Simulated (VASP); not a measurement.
Input of a VASP 6.6.1 run:

Contents of INCAR:

```
PREC = Accurate ; ENCUT = 520
EDIFF = 1E-6 ; ISMEAR = 0
SIGMA = 0.1 ; LREAL = False
LASPH = True ; NELM = 100
ALGO = Normal ; ISIF = 2
LWAVE = False ; LCHARG = False
LDIPOL = True ; IDIPOL = 3
DIPOL = 0.5 0.5 0.335 ; GGA = PS
NBANDS = 31
```

File KPOINTS:

```
Automatic mesh
0
Gamma
  10 10 1
```

Contents of POSCAR:

```
W3C
1.0
    2.7317561349      0.0000000000      0.0000000000
   -0.9105853783      2.5755243833      0.0000000000
    0.0000000000      0.0000000000     21.3158546942
W C
3 1
Direct
    0.5000000000      0.5000000000      0.1876537468
    0.0000000000      0.0000000000      0.2888907691
    0.5000000000      0.5000000000      0.3901253228
    0.8333333333      0.8333333333      0.4717547027
```

Potentials or basis: VASP PAW PBE potentials, release 64 (W_sv, C).

The run is started by

```sh
$ cat potpaw_PBE.64/W_sv/POTCAR potpaw_PBE.64/C/POTCAR > POTCAR
$ mpirun -np 1 vasp_std > vasp.out
```

Question: What does it give for the largest force?

Answer: 2.700 eV/Å.

Question: What does it give for the band gap on the k mesh?

Answer: Zero (bands 23 and 24 overlap by 1.49 eV).

Forces in eV/Å, atoms in the order of the input:
```
W    0.103  0.146  0.091
W   -0.256 -0.363 -1.029
W   -0.200 -0.283  2.677
C    0.354  0.501 -1.739
```

Caveat: the PAW data sets were made with another functional, which shifts forces and pressure a little; spin-orbit coupling is left out, which moves the levels of the heavy elements.
